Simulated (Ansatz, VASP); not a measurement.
## Two plane-wave programs on Ga

The input POSCAR:

```
Ga
1.0
    2.3058543979     -3.9056269163      0.0000000000
    2.3058543979      3.9056269163      0.0000000000
    0.0000000000      0.0000000000      4.6127284086
Ga
4
Direct
    0.3451000000      0.6549000000      0.4190000000
    0.1549000000      0.8451000000      0.9190000000
    0.6549000000      0.3451000000      0.5810000000
    0.8451000000      0.1549000000      0.0810000000
```

File INCAR.step1:

```
PREC = Accurate ; ENCUT = 520
ISMEAR = -1 ; SIGMA = 0.05
LREAL = F ; LASPH = T
NELM = 100 ; NBANDS = 34
GGA = PE ; ALGO = Normal
EDIFF = 1E-4 ; LWAVE = T
LCHARG = F
```

The input INCAR.step2:

```
PREC = Accurate ; ENCUT = 520
EDIFF = 1E-6 ; ISMEAR = -1
SIGMA = 0.05 ; LREAL = F
LASPH = T ; NELM = 100
ALGO = Normal ; ISIF = 2
LWAVE = F ; LCHARG = F
METAGGA = R2SCAN ; LMIXTAU = T
NBANDS = 34 ; ISTART = 1
```

KPOINTS

```
Automatic mesh
0
Gamma
  7 7 6
```

input.yaml

```yaml
crystal:
  lattice:
    - [2.3058543979, -3.9056269163, 0.0]
    - [2.3058543979, 3.9056269163, 0.0]
    - [0.0, 0.0, 4.6127284086]
  atoms:
    - { symbol: Ga, position: [0.3451, 0.6549, 0.419] }
    - { symbol: Ga, position: [0.1549, 0.8451, 0.919] }
    - { symbol: Ga, position: [0.6549, 0.3451, 0.581] }
    - { symbol: Ga, position: [0.8451, 0.1549, 0.081] }
hamiltonian:
  xc: r2scan
  pseudopotentials: { kind: paw }
kpoints:
  mp_grid: { grid: [7, 7, 6] }
scf:
  occupations: { method: fermi_dirac, width: 0.05 }
output:
  forces: true
  stress: true
  eigenvalues: true
```

Alike in both runs: task single point; functional r2SCAN; k mesh 7 × 7 × 6; occupations fermi-dirac, width 0.05 eV; no spin polarisation.

```csv
,VASP,Ansatz
version,VASP 6.6.1,Ansatz 0.2.0
potentials or method,"VASP PAW PBE potentials, release 64 (Ga_d)",Ansatz PAW
plane-wave cutoff (eV),520,500
valence electrons in the cell,52,52
```

|  | VASP | Ansatz | Ansatz less VASP |
| --- | --- | --- | --- |
| gap on the k mesh at the Fermi level (eV) | none | none | - |
| pressure (GPa) | -4.0 | -4.1 | -0.07 |
| traceless stress, the component that is largest in VASP (GPa) | -0.75 | -0.71 | +0.038 |
| rms of the force components (eV/Å) | 0.075 | 0.077 | +0.0022 |

VASP's potentials were made for PBE, not for r2SCAN. Atom by atom the forces differ by 0.004 eV/Å (rms over components). A gap of «none» marks a metal or a gap that the smearing closes.
